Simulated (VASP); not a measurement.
# K2H3Au in VASP: settings compared

Aim: see how the results for K2H3Au move with the level of theory and the settings. Levels: r2SCAN+rVV10, PBEsol. Tasks: single point, relaxation of cell and atoms.

All numbers are computed with VASP 6.6.1; they aren't measurements. Logs are shortened: lines on timing, memory, paths and dates and some standing lists are left out, and cuts for length are marked.

**1. The cell of the first run**

Symmetry: P-6m2, No. 187, hexagonal system. The conventional cell has a = 3.648 Å, b = 3.648 Å, c = 8.246 Å, α = 90.00°, β = 90.00°, γ = 120.00°. K (site symmetry 3m) has 9 H at 2.65 to 3.28 Å and 1 K at 3.20 Å and 3 Au at 3.28 Å within 3.5 Å. Within 2.8 Å of H (site symmetry -6m2) lie 3 H at 2.11 Å and 6 K at 2.65 Å. H (site symmetry -6m2) has 3 Au at 2.11 Å within 2.8 Å. Within 2.8 Å of H (site symmetry -6m2) lie 3 H at 2.11 Å and 6 K at 2.65 Å. Au (site symmetry -6m2) has 3 H at 2.11 Å within 2.8 Å.

**2. Single point, r2SCAN+rVV10**

Contents of POSCAR:

```
K2H3Au
1.0
    3.6479796595     -0.0000000026      0.0000000000
   -1.8239898275      3.1592430589      0.0000000000
    0.0000000000      0.0000000000      8.2455961687
K H Au
2 3 1
Direct
    0.6666666667      0.3333333333      0.3056859272
    0.6666666667      0.3333333333      0.6943140728
    0.0000000000      0.0000000000      0.5000000000
    0.3333333333      0.6666666667      0.0000000000
    0.3333333333      0.6666666667      0.5000000000
    0.0000000000      0.0000000000      0.0000000000
```

Contents of INCAR.step1:

```
PREC     = Accurate       # precision mode
ENCUT    = 520            # plane-wave cutoff, eV
ISMEAR   = -1             # smearing method
SIGMA    = 0.03           # smearing width, eV
LREAL    = F              # projectors in reciprocal space
LASPH    = T              # aspherical terms in the spheres
NELM     = 100            # most SCF steps
NBANDS   = 25             # bands
GGA      = PE             # functional
ALGO     = Normal         # electronic algorithm
EDIFF    = 1E-4           # SCF threshold, eV
LWAVE    = T              # write WAVECAR
LCHARG   = F              # write CHGCAR
```

Contents of INCAR.step2:

```
PREC     = Accurate       # precision mode
ENCUT    = 520            # plane-wave cutoff, eV
EDIFF    = 1E-6           # SCF threshold, eV
ISMEAR   = -1             # smearing method
SIGMA    = 0.03           # smearing width, eV
LREAL    = F              # projectors in reciprocal space
LASPH    = T              # aspherical terms in the spheres
NELM     = 100            # most SCF steps
ALGO     = Normal         # electronic algorithm
ISIF     = 2              # what is computed and relaxed
LWAVE    = F              # write WAVECAR
LCHARG   = F              # write CHGCAR
METAGGA  = R2SCAN         # meta-GGA
LMIXTAU  = T            
LUSE_VDW = T            
IVDW_NL  = 2            
BPARAM   = 11.95        
CPARAM   = 0.0093       
NBANDS   = 25             # bands
ISTART   = 1
```

Contents of KPOINTS:

```
regular mesh
0
Gamma
  12 12 4
```

Potentials or basis: VASP PAW PBE potentials, release 64 (K_sv, H, Au).

Run with:

```bash
$ cat potpaw_PBE.64/K_sv/POTCAR potpaw_PBE.64/H/POTCAR potpaw_PBE.64/Au/POTCAR > POTCAR
$ cp INCAR.step1 INCAR
$ mpirun -np 1 vasp_std > vasp.out
$ cp INCAR.step2 INCAR
$ mpirun -np 1 vasp_std > vasp.out
```

OUTCAR:

```text
PREC = Accurate
   ENCUT = 520
   EDIFF = 1E-6
   ISMEAR = -1
   LREAL = F
   LASPH = T
   NELM = 100
   ISIF = 2
   METAGGA = R2SCAN
   IVDW_NL = 2
   BPARAM = 11.95
   ISTART = 1

 ion  position               nearest neighbor table
   1  0.667  0.333  0.306-   2 3.20   6 3.28   6 3.28   6 3.28
   2  0.667  0.333  0.694-   1 3.20   6 3.28   6 3.28   6 3.28
   3  0.000  0.000  0.500-
   4  0.333  0.667  0.000-   6 2.11   6 2.11   6 2.11
   5  0.333  0.667  0.500-
   6  0.000  0.000  0.000-   4 2.11   4 2.11   4 2.11   1 3.28   2 3.28   2 3.28   1 3.28   2 3.28
                             1 3.28

  LATTYP: Found a hexagonal cell.
 ALAT       =     3.6479796595
 C/A-ratio  =     2.2603185704

  Lattice vectors:

 A1 = (   3.6479796595,  -0.0000000026,   0.0000000000)
 A2 = (  -1.8239898275,   3.1592430589,   0.0000000000)
 A3 = (   0.0000000000,   0.0000000000,   8.2455961687)

Analysis of symmetry for initial positions (statically):
=====================================================================
 Subroutine PRICEL returns:
 Original cell was already a primitive cell.

 Routine SETGRP: Setting up the symmetry group for a
 hexagonal supercell.

 Subroutine GETGRP returns: Found 12 space group operations
 (whereof 12 operations were pure point group operations)
 out of a pool of 24 trial point group operations.

The static configuration has the point symmetry D_3h.

Analysis of symmetry for dynamics (positions and initial velocities):
=====================================================================
 Subroutine PRICEL returns:
 Original cell was already a primitive cell.

 Routine SETGRP: Setting up the symmetry group for a
 hexagonal supercell.

 Subroutine GETGRP returns: Found 12 space group operations
 (whereof 12 operations were pure point group operations)
 out of a pool of 24 trial point group operations.

The dynamic configuration has the point symmetry D_3h.

 Subroutine INISYM returns: Found 12 space group operations
 (whereof 12 operations are pure point group operations),
 and found     1 'primitive' translations

----------------------------------------------------------------------------------------

                                     Primitive cell

  volume of cell :      95.0293

  direct lattice vectors                    reciprocal lattice vectors
     3.647979659 -0.000000003  0.000000000     0.274124336  0.158265759  0.000000000
    -1.823989827  3.159243059  0.000000000     0.000000000  0.316531518  0.000000000
     0.000000000  0.000000000  8.245596169     0.000000000  0.000000000  0.121276859

[... 97 lines left out ...]
   ISIF   =      2    stress and relaxation
   ISYM   =      2    0-nonsym 1-usesym 2-fastsym
   POTIM  = 0.5000    time-step for ionic-motion
   TEBEG  =    0.0;   TEEND  =   0.0 temperature during run
   PSTRESS=    0.0 pullay stress
   NELECT =      32.0000    total number of electrons
   NUPDOWN=      -1.0000    fix difference up-down
   EMIN   =  10.00;   EMAX   =-10.00  energy-range for DOS
   EFERMI =   0.00;   METHOD = LEGACY
   ISMEAR =    -1;   SIGMA  =   0.03  broadening in eV -4-tet -1-fermi 0-gaus
   EFERMI_NEDOS =   21; number of points for ismear=-14 and -15
   IALGO  =     38    algorithm
   IMIX   =      4    mixing-type and parameters
     AMIX     =   0.40;   BMIX     =  1.00
     AMIX_MAG =   1.60;   BMIX_MAG =  1.00
  volume/ion in A,a.u.               =      15.84       106.88
  Fermi-wavevector in a.u.,A,eV,Ry     =   1.138953  2.152308 17.649655  1.297213
  Thomas-Fermi vector in A             =   2.275657
   LORBIT       =      0    0 simple, 1 ext, 2 COOP (PROOUT), +10 PAW based schemes
   METAGGA = R2SCAN    functional components
   LHFCALC =     F    Hartree Fock is set to
   AEXX    =    0.0000 exact exchange contribution
   IVDW_NL    =     2    kernel type
   BPARAM     =11.9500
   IVDW    =     0    specifies the selected vdW correction
   LEPSILON=     F    determine dielectric tensor
   LRPA    =     F    only Hartree local field effects (RPA)
 non-spin polarized calculation
  energy-cutoff  :      520.00
  volume of cell :       95.03
 maximum number of plane-waves:      2583
 NGX is ok and might be reduce to    28
   NGX = 13   NGY = 13   NGZ = 31

 number of electron      32.0000001 magnetization

 Free energy of the ion-electron system (eV)
  ---------------------------------------------------
  ext. energy  EPLUGINS =         0.00000000
  ---------------------------------------------------
  free energy    TOTEN  =       -70.98206016 eV

  energy without entropy =      -70.97972491  energy(sigma->0) =      -70.98089254

 E-fermi :   2.1511     XC(G=0):  -9.5551

 val. band max:        2.1430784671   @ k =   0.0000   0.0000   0.0000
 cond. band min:       2.1834772705   @ k =   0.2500   0.0833   0.5000
 fundamental gap:      0.0403988034
 Fermi energy:         2.1511300120

 k-point     1 :       0.0000    0.0000    0.0000
  band No.  band energies     occupation
      1     -29.7718      2.00000
      2     -29.7075      2.00000
      3     -12.8653      2.00000
      4     -12.2830      2.00000
      5     -12.2830      2.00000
      6     -12.2596      2.00000
[... 661 lines left out ...]
     24       9.4956      0.00000
     25       9.7656      0.00000

 [... further k-points ...]

------------------------ aborting loop because EDIFF is reached ----------------------------------------

  FORCE on cell =-STRESS in cart. coord.  units (eV):
  Direction    XX          YY          ZZ          XY          YZ          ZX
  --------------------------------------------------------------------------------------
  -------------------------------------------------------------------------------------
  Total        0.0464510      0.0464510      0.0555481     -0.0000000     -0.0000000      0.0000000
  in kB        0.7831563      0.7831563      0.9365321     -0.0000000     -0.0000000      0.0000000
  external PRESSURE =       0.8342815 kB  Pullay stress =       0.0000000 kB

 VOLUME and BASIS-vectors are now :
 -----------------------------------------------------------------------------
  energy-cutoff  :      520.00
  volume of cell :       95.03
      direct lattice vectors                 reciprocal lattice vectors
     3.647979659 -0.000000003  0.000000000     0.274124336  0.158265759  0.000000000
    -1.823989827  3.159243059  0.000000000     0.000000000  0.316531518  0.000000000
     0.000000000  0.000000000  8.245596169     0.000000000  0.000000000  0.121276859

 POSITION                                       TOTAL-FORCE (eV/Angst)
 -----------------------------------------------------------------------------------
      1.82399      1.05308      2.52056         0.000000     -0.000000     -0.000668
      1.82399      1.05308      5.72503         0.000000     -0.000000      0.000668
      0.00000      0.00000      4.12280        -0.000000      0.000000      0.000000
      0.00000      2.10616      0.00000        -0.000000      0.000000      0.000000
      0.00000      2.10616      4.12280        -0.000000      0.000000      0.000000
      0.00000      0.00000      0.00000        -0.000000      0.000000      0.000000
 -----------------------------------------------------------------------------------
    total drift:                               -0.000000      0.000000      0.000000

  FREE ENERGIE OF THE ION-ELECTRON SYSTEM (eV)
  ---------------------------------------------------
  free  energy   TOTEN  =       -70.9820601644 eV

  energy  without entropy=      -70.9797249111  energy(sigma->0) =      -70.98089254
```

OUTCAR.step1:

```text
PREC = Accurate
   ENCUT = 520
   ISMEAR = -1
   LREAL = F
   LASPH = T
[... 909 lines left out ...]
      0.00000      0.00000      4.12280         0.000000     -0.000000      0.000000
      0.00000      2.10616      0.00000         0.000000     -0.000000      0.000000
      0.00000      2.10616      4.12280         0.000000     -0.000000      0.000000
      0.00000      0.00000      0.00000         0.000000     -0.000000      0.000000
 -----------------------------------------------------------------------------------
    total drift:                               -0.000000      0.000000      0.000000

  FREE ENERGIE OF THE ION-ELECTRON SYSTEM (eV)
  ---------------------------------------------------
  free  energy   TOTEN  =       -14.1268052324 eV

  energy  without entropy=      -14.1245653315  energy(sigma->0) =      -14.12568528
```

OSZICAR.step1:

```text
N       E                     dE             d eps       ncg     rms          rms(c)
DAV:   1     0.206297777163E+03    0.20630E+03   -0.14846E+04  2890   0.116E+03
DAV:   2    -0.380004169232E+01   -0.21010E+03   -0.19754E+03  3232   0.322E+02
DAV:   3    -0.162612055856E+02   -0.12461E+02   -0.12337E+02  4664   0.631E+01
DAV:   4    -0.167377980296E+02   -0.47659E+00   -0.47558E+00  3924   0.105E+01
DAV:   5    -0.167482449025E+02   -0.10447E-01   -0.10446E-01  4185   0.125E+00    0.100E+01
DAV:   6    -0.143194163702E+02    0.24288E+01   -0.41776E+00  3146   0.148E+01    0.637E+00
DAV:   7    -0.141484621732E+02    0.17095E+00   -0.89158E-01  3512   0.512E+00    0.384E+00
DAV:   8    -0.141241541693E+02    0.24308E-01   -0.12750E-01  3809   0.190E+00    0.158E+00
DAV:   9    -0.141262814928E+02   -0.21273E-02   -0.31777E-02  3842   0.107E+00    0.223E-01
DAV:  10    -0.141264846746E+02   -0.20318E-03   -0.16364E-03  3659   0.247E-01    0.120E-01
DAV:  11    -0.141267545156E+02   -0.26984E-03   -0.46069E-04  2928   0.129E-01    0.330E-02
DAV:  12    -0.141268052324E+02   -0.50717E-04   -0.90005E-05  2404   0.640E-02
   1 F= -.14126805E+02 E0= -.14125685E+02  d E =-.223990E-02
```

Run time: 9.7 min. Hardware: 1 thread of AMD EPYC 9755, shared host; peak memory 0.47 GiB.

Results:

```yaml
Free_energy: -70.9821 eV
Pressure: 0.1 GPa
Band_gap_on_the_k_mesh: zero (bands 16 and 17 overlap by 2.50 eV)
```

Caveat: the PAW data sets were made with another functional, which shifts forces and pressure a little; spin-orbit coupling is left out, which moves the levels of the heavy elements.

**3. Relaxation of cell and atoms, PBEsol**

This run uses another cell than the first one, of 15.44 Å³/atom.

Contents of INCAR:

```
SYSTEM = K2H3Au
PREC = Accurate ; ENCUT = 600
EDIFF = 1E-6 ; ISMEAR = -1
SIGMA = 0.05 ; LREAL = .FALSE.
LASPH = .TRUE. ; NELM = 100
ALGO = Normal ; ISIF = 3
LWAVE = .FALSE. ; LCHARG = .FALSE.
GGA = PS ; IBRION = 2
NSW = 100 ; EDIFFG = -0.01
```

Contents of KPOINTS:

```
Automatic mesh
0
G
  6 6 2
  0 0 0
```

Contents of POSCAR:

```
K2H3Au
1.0
    3.6036862581      0.0027681304      0.0393958173
   -1.7994458534      3.1596288316     -0.0150218169
    0.0902766444      0.0123730760      8.1353644904
K H Au
2 3 1
Direct
    0.6601915047      0.3111118079      0.3076803874
    0.6547985463      0.3294208699      0.6893769379
   -0.0135903847     -0.0152096340      0.4968295266
    0.3486665557      0.6957501548      0.0068945888
    0.3137000121      0.6734329519      0.4921921509
   -0.0059159692     -0.0079587112     -0.0001476817
```

Potentials or basis: VASP PAW PBE potentials, release 64 (K_sv, H, Au).

Run with:

```bash
$ cat potpaw_PBE.64/K_sv/POTCAR potpaw_PBE.64/H/POTCAR potpaw_PBE.64/Au/POTCAR > POTCAR
$ mpirun -np 1 vasp_std > vasp.out
```

Wall time 40 min (1 thread of AMD EPYC 9755, shared host); peak memory 0.29 GiB.

Results (log left out):

| Property | Result |
| --- | --- |
| Free energy | -15.2486 eV |
| Relaxed volume | 17.28 Å³/atom |
| Relaxed cell | a = 3.645 Å, b = 3.943 Å, c = 8.109 Å, α = 90.02°, β = 89.97°, γ = 117.23° |
| Space group after relaxing (to 0.1 Å) | Amm2 (No. 38) |
| Energy gained by relaxing | 75.4 meV/atom |
| Ionic steps | 38 |
| Pressure after relaxing | 0.0 GPa |
| Largest force after relaxing | 0.009 eV/Å |
| Band gap on the k mesh | zero (bands 16 and 17 overlap by 3.06 eV) |

Forces in eV/Å, atoms in the order of the input:
```
K    0.001  0.001 -0.001
K    0.000 -0.002  0.002
H    0.001  0.001 -0.002
H    0.004 -0.001 -0.001
H    0.001  0.005  0.003
Au  -0.008 -0.005 -0.001
```

The path:
| step | energy change (eV) | largest force (eV/Å) | pressure (GPa) | volume (Å³) |
| --- | --- | --- | --- | --- |
| 1 | 0.0000 | 0.4440 | 0.83 | 92.66 |
| 2 | -0.0317 | 0.4944 | 0.47 | 93.73 |
| 3 | -0.1070 | 0.5996 | -0.41 | 96.98 |
| 4 | -0.1494 | 0.5385 | -1.59 | 103.60 |
| 5 | -0.1528 | 0.5747 | -1.33 | 101.83 |
| 6 | -0.1788 | 0.5373 | -1.22 | 101.94 |
| 7 | -0.2381 | 0.4055 | -0.79 | 102.27 |
| 8 | -0.2515 | 0.4798 | -0.13 | 102.92 |
| 9 | -0.2638 | 0.4256 | -0.33 | 102.66 |
| 10 | -0.3070 | 0.3713 | -0.17 | 102.19 |
| 11 | -0.3739 | 0.2256 | 0.40 | 100.75 |
| 12 | -0.3763 | 0.2804 | 0.58 | 100.35 |
| 13 | -0.3935 | 0.1938 | 0.25 | 101.63 |
| 14 | -0.4046 | 0.1261 | -0.20 | 103.65 |
| 15 | -0.4121 | 0.1006 | -0.05 | 103.36 |
| 16 | -0.4151 | 0.1153 | 0.13 | 103.01 |
| 17 | -0.4210 | 0.1058 | -0.01 | 103.33 |
| 18 | -0.4249 | 0.1103 | -0.25 | 103.94 |
| 19 | -0.4304 | 0.1211 | -0.12 | 103.35 |
| 20 | -0.4359 | 0.1186 | 0.36 | 101.64 |
| 21 | -0.4364 | 0.1169 | 0.21 | 102.11 |
| 22 | -0.4431 | 0.0807 | 0.24 | 102.22 |
| 23 | -0.4469 | 0.0575 | 0.28 | 102.35 |
| 24 | -0.4494 | 0.0484 | 0.00 | 103.47 |
| 25 | -0.4495 | 0.0471 | -0.08 | 103.79 |
| 26 | -0.4503 | 0.0388 | -0.04 | 103.72 |
| 27 | -0.4506 | 0.0340 | 0.02 | 103.63 |
| 28 | -0.4511 | 0.0296 | 0.01 | 103.64 |
| 29 | -0.4513 | 0.0294 | 0.00 | 103.65 |
| 30 | -0.4516 | 0.0193 | -0.01 | 103.65 |
| 31 | -0.4517 | 0.0213 | -0.01 | 103.64 |
| 32 | -0.4516 | 0.0452 | -0.02 | 103.63 |
| 33 | -0.4517 | 0.0258 | -0.01 | 103.64 |
| 34 | -0.4519 | 0.0116 | 0.01 | 103.56 |
| 35 | -0.4519 | 0.0137 | 0.02 | 103.54 |
| 36 | -0.4520 | 0.0109 | 0.01 | 103.59 |
| 37 | -0.4520 | 0.0110 | -0.01 | 103.72 |
| 38 | -0.4521 | 0.0095 | -0.01 | 103.65 |

Final structure:
```
CELL_PARAMETERS angstrom
3.64547 0.01175 0.00377
-1.81566 3.50059 0.00038
-0.00415 -0.00602 8.10894
ATOMIC_POSITIONS crystal
K 0.64110 0.29733 0.30467
K 0.64124 0.29776 0.69289
H 0.94359 0.89937 0.49892
H 0.44379 0.89203 0.99886
H 0.33695 0.69367 0.49863
Au 0.95118 0.90639 0.99885
```

Levels at points of the mesh, in eV from the Fermi level:
| k point | band 13 | band 14 | band 15 | band 16 | band 17 | band 18 | band 19 | band 20 |
| --- | --- | --- | --- | --- | --- | --- | --- | --- |
| (0.00, 0.00, 0.00) | -3.99 | -3.84 | -3.73 | -0.22 | 2.57 | 4.03 | 4.56 | 4.87 |
| (0.50, 0.00, 0.00) | -3.91 | -3.74 | -2.52 | -2.20 | -1.58 | 2.36 | 3.55 | 3.89 |
| (0.00, 0.50, 0.00) | -3.72 | -3.66 | -2.55 | -0.66 | 0.47 | 1.89 | 3.67 | 5.15 |
| (0.50, 0.50, 0.00) | -3.92 | -3.74 | -2.43 | -2.21 | -1.60 | 2.35 | 3.48 | 3.94 |
| (0.00, 0.00, 0.50) | -4.01 | -3.99 | -3.84 | 0.82 | 2.24 | 2.57 | 5.03 | 5.13 |
| (0.50, 0.00, 0.50) | -3.92 | -3.73 | -2.50 | -2.00 | -1.91 | 2.77 | 3.53 | 4.18 |
| (0.00, 0.50, 0.50) | -3.72 | -3.66 | -2.55 | -0.25 | -0.07 | 2.00 | 4.14 | 5.13 |
| (0.50, 0.50, 0.50) | -3.92 | -3.73 | -2.41 | -2.00 | -1.96 | 2.81 | 3.47 | 4.17 |

Caveat: the k points lie up to 0.39 Å⁻¹ apart in the final cell, too coarse for converged energies and pressures of a metal; the PAW data sets were made with another functional, which shifts forces and pressure a little; spin-orbit coupling is left out, which moves the levels of the heavy elements.

The gap in the log of VASP goes by the Fermi energy; the results here count the filled bands.